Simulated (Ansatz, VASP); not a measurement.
# Si8O17 in VASP and in Ansatz

```xyz
25
Lattice="7.1418 0.0000 0.0000 0.0000 7.1418 0.0000 0.0000 0.0000 8.8209" Properties=species:S:1:pos:R:3 pbc="T T T"
Si    5.6213    3.5878    1.6022
Si    3.6097    5.6146    6.0192
Si    3.6146    1.5899    6.0110
Si    5.6261    3.6028    7.2238
Si    1.5884    3.6066    7.2253
Si    1.5838    3.5920    1.6071
Si    3.6052    5.5991    2.8196
Si    3.6104    1.5735    2.8076
O     4.9465    2.2541    2.2128
O     4.9431    4.9433    6.6331
O     2.2718    2.2756    6.6041
O     2.2703    4.9201    2.2149
O     2.2765    4.9410    6.6339
O     2.2653    2.2539    2.2141
O     4.9356    4.9206    2.2072
O     4.9515    2.2767    6.5962
O     5.4579    3.5915    0.0023
O     3.6072    5.4205    4.4203
O     3.5986    1.7608    4.4087
O     1.7622    3.5872    0.0059
O     0.0328    3.5933    2.0180
O     3.6082    0.0331    6.4079
O     0.0382    3.6102    6.8112
O     3.6032    0.0149    2.4207
O     2.6659    1.0636   -0.0142
```

Alike in both runs: functional PBEsol; k mesh 1 × 1 × 1; occupations fermi-dirac, width 0.02 eV; collinear spin.

Ansatz relaxed the structure, and its values are those at the end. VASP's run is a single point on that final structure, the one shown.

|  | VASP | Ansatz |
| --- | --- | --- |
| version | VASP 6.6.1 | Ansatz 0.2.0 |
| potentials or method | VASP PAW PBE potentials, release 64 (Si, O), cutoff 520 eV | scalar-relativistic, plane waves, PAW |
| valence electrons in the cell | 134 | 134 |

Ansatz gave:

* rms of the force components (eV/Å): 0.010
* net moment per atom (μB): 0.08
* size of the moment on the site where the two differ most (μB): 1.74

Which values does VASP return?

rms of the force components (eV/Å): 0.014; net moment per atom (μB): 0.08; size of the moment on the site where the two differ most (μB): 1.46.

VASP's potentials were made for PBE, not for PBEsol, and Ansatz warns of the same on its side. Site moments also hang on the region over which each program counts them. The functional is the same, so the differences come from potentials, cutoffs and numerics.
